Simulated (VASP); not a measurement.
# PbO2 (fluorite type): single point with r2SCAN

PbO2 (fluorite type):

```
Pb O
1.0
     0.00000    2.71444    2.71444
     2.71444    0.00000    2.71444
     2.71444    2.71444    0.00000
Pb O
1 2
Direct
  0.00000 0.00000 0.00000
  0.25000 0.25000 0.25000
  0.75000 0.75000 0.75000
```

```
Program             : VASP 6.6.1
Task                : single point
Functional          : r2SCAN
Potentials or basis : VASP PAW PBE potentials, release 64 (Pb_d, O)
Cutoff              : 520 eV
k mesh              : 11 × 11 × 11
Occupations         : fermi-dirac, width 0.1 eV
Spin                : no spin polarisation
```

| Property | Result |
| --- | --- |
| Pressure | -7.6 GPa |
| Band gap on the k mesh | zero (bands 13 and 14 overlap by 1.16 eV) |

Levels at points of the mesh, in eV from the Fermi level:
```tsv
k point	band 11	band 12	band 13	band 14	band 15	band 16
(0.00, 0.00, 0.00)	-2.15	-1.35	-1.35	-1.35	7.42	7.42
```

Run time: 2.7 min on 1 thread of Intel(R) Xeon(R) Platinum 8488C (Sapphire Rapids) (shared host), peak memory 0.2 GiB.

Caveat: the cell stands under tension; the PAW data sets were made with another functional, which shifts forces and pressure a little; spin-orbit coupling is left out, which moves the levels of the heavy elements.
